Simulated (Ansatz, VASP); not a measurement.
## SnO: VASP beside Ansatz

INCAR

```
ALGO = Normal
EDIFF = 1E-7
ENCUT = 520
GGA = PS
ISIF = 2
ISMEAR = 0
IVDW = 12
LASPH = True
LCHARG = False
LREAL = False
LWAVE = False
NBANDS = 28
NELM = 80
PREC = Accurate
SIGMA = 0.02
```

The input KPOINTS:

```
k-points
0
Gamma
  8 6 6
```

Contents of POSCAR:

```
SnO
1.0
    3.3550050000      0.0000000000      0.0000000000
    0.0000000000      5.6741040000      0.0000000000
    0.0000000000      0.0000000000      4.2219700000
Sn O
2 2
Direct
    0.0000000000      0.2319090000      0.5131440000
    0.5000000000      0.7680910000      0.0131440000
    0.0000000000      0.8912500000      0.7368570000
    0.5000000000      0.1087500000      0.2368570000
```

Input for Ansatz:

```yaml
crystal:
  lattice:
    - [3.355005, 0.0, 0.0]
    - [0.0, 5.674104, 0.0]
    - [0.0, 0.0, 4.22197]
  atoms:
    - { symbol: Sn, position: [0.0, 0.231909, 0.513144] }
    - { symbol: Sn, position: [0.5, 0.768091, 0.013144] }
    - { symbol: O, position: [0.0, 0.89125, 0.736857] }
    - { symbol: O, position: [0.5, 0.10875, 0.236857] }
basis:
  ecutwfc: 420
kpoints:
  mp_grid: { grid: [8, 6, 6] }
hamiltonian:
  xc: pbesol
  dispersion: d3bj
scf:
  occupations: { method: gaussian, width: 0.02 }
output:
  forces: true
  stress: true
  eigenvalues: true
  populations: true
```

Alike in both runs: task single point; functional PBEsol; dispersion D3(BJ); k mesh 8 × 6 × 6; occupations gaussian, width 0.02 eV; no spin polarisation.

|  | VASP | Ansatz |
| --- | --- | --- |
| version | VASP 6.6.1 | Ansatz 0.2.0 |
| potentials or method | VASP PAW PBE potentials, release 64 (Sn_d, O), cutoff 520 eV | scalar-relativistic, plane waves, PAW |
| valence electrons in the cell | 40 | 40 |

```tsv
	VASP	Ansatz	Ansatz less VASP
gap on the k mesh at the Fermi level (eV)	1.33	1.34	+0.011
least direct gap on the mesh (eV)	1.97	1.98	+0.011
pressure (GPa)	-4.4	-4.6	-0.20
traceless stress, the component that is largest in VASP (GPa)	-0.67	-0.70	-0.031
rms of the force components (eV/Å)	0.154	0.186	+0.0315
```

VASP's potentials were made for PBE, not for PBEsol. Atom by atom the forces differ by 0.033 eV/Å (rms over components).
